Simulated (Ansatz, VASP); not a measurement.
Si4BN3 in VASP and in Ansatz

```xyz
8
Lattice="-2.1807 2.1807 4.3821 2.1807 -2.1807 4.3821 2.1807 2.1807 -4.3821" Properties=species:S:1:pos:R:3 pbc="T T T"
Si    1.0710   -1.0710    5.5033
Si   -1.0710    1.0710    5.5033
Si    1.1097    1.1097   -1.1212
Si    1.0710    1.0710    3.2610
B     0.0000    0.0000    0.0000
N     0.0000    2.1807    2.1911
N     2.1807    0.0000    2.1911
N     0.0000    0.0000    4.3821
```

Alike in both runs: task single point; functional PBE; k mesh 6 × 6 × 6; occupations gaussian, width 0.1 eV; collinear spin.

```csv
,VASP,Ansatz
version,VASP 6.6.1,Ansatz 0.2.0
potentials or method,"VASP PAW PBE potentials, release 64 (Si, B, N), cutoff 520 eV","scalar-relativistic, plane waves, PAW"
valence electrons in the cell,34,34
```

```tsv
	VASP	Ansatz	Ansatz less VASP
gap on the k mesh at the Fermi level (eV)	none	none	-
pressure (GPa)	-0.7	-0.6	+0.12
traceless stress, the component that is largest in VASP (GPa)	-0.97	-0.96	+0.004
rms of the force components (eV/Å)	0.025	0.025	+0.0003
net moment per atom (μB)	0.00	0.00	0.000
```

Atom by atom the forces differ by 0.001 eV/Å (rms over components). A gap of «none» marks a metal or a gap that the smearing closes. With one functional, cell and mesh, what is left measures potentials, basis and numerics. Ansatz's warnings: seeded moment not kept.
